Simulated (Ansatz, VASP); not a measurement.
## One calculation of K, two programs

INCAR

```
SYSTEM = K
ALGO = Fast ; EDIFF = 1E-6
EDIFFG = -0.015 ; ENCUT = 600
GGA = PS ; IBRION = 2
ISIF = 3 ; ISMEAR = 0
LASPH = .TRUE. ; LCHARG = .FALSE.
LREAL = .FALSE. ; LWAVE = .FALSE.
NELM = 100 ; NSW = 80
PREC = Accurate ; SIGMA = 0.1
```

Contents of KPOINTS:

```
k-points
0
G
  8 8 8
  0 0 0
```

POSCAR

```
K
1.0
    6.5792647332      0.0000000000      0.0000000000
    0.0000000000     -6.5792647332      0.0000000000
    0.0000000000      0.0000000000     -6.5792647332
K
4
Direct
    0.0000000000      0.5000000000      0.5000000000
    0.5000000000      0.0000000000      0.5000000000
    0.5000000000      0.5000000000      0.0000000000
    0.0000000000      0.0000000000      0.0000000000
```

Input for Ansatz:

```yaml
crystal:
  lattice:
    - [6.5792647332, 0.0, 0.0]
    - [0.0, -6.5792647332, 0.0]
    - [0.0, 0.0, -6.5792647332]
  atoms:
    - { symbol: K, position: [0.0, 0.5, 0.5] }
    - { symbol: K, position: [0.5, 0.0, 0.5] }
    - { symbol: K, position: [0.5, 0.5, 0.0] }
    - { symbol: K, position: [0.0, 0.0, 0.0] }
basis:
  ecutwfc: 420
kpoints:
  mp_grid: { grid: [8, 8, 8] }
hamiltonian:
  xc: pbesol
scf:
  occupations: { method: gaussian, width: 0.1 }
output:
  forces: true
  stress: true
  eigenvalues: true
relax:
  adjacent_minimum: "off"
  f_tol: 0.015
  max_steps: 60
  cell: { stress_tol: 0.15 }
```

Alike in both runs: task relaxation of cell and atoms; functional PBEsol; k mesh 8 × 8 × 8; occupations gaussian, width 0.1 eV; no spin polarisation.

```csv
,VASP,Ansatz
version,VASP 6.6.1,Ansatz 0.2.0
potentials or method,"VASP PAW PBE potentials, release 64 (K_sv), cutoff 600 eV","scalar-relativistic, plane waves, PAW"
valence electrons in the cell,36,36
```

|  | VASP | Ansatz | Ansatz less VASP |
| --- | --- | --- | --- |
| gap on the k mesh at the Fermi level, each at its own relaxed structure (eV) | none | none | - |
| relaxed volume (Å³/atom) | 71.20 | 71.20 | 0.000 |
| relaxed cell length with the largest relative difference (Å) | 6.579 | 6.579 | 0.0000 |

VASP's potentials were made for PBE, not for PBEsol. A gap of «none» marks a metal or a gap that the smearing closes.

Noted on VASP's run: the relaxation stopped at its first step, so nothing moved.
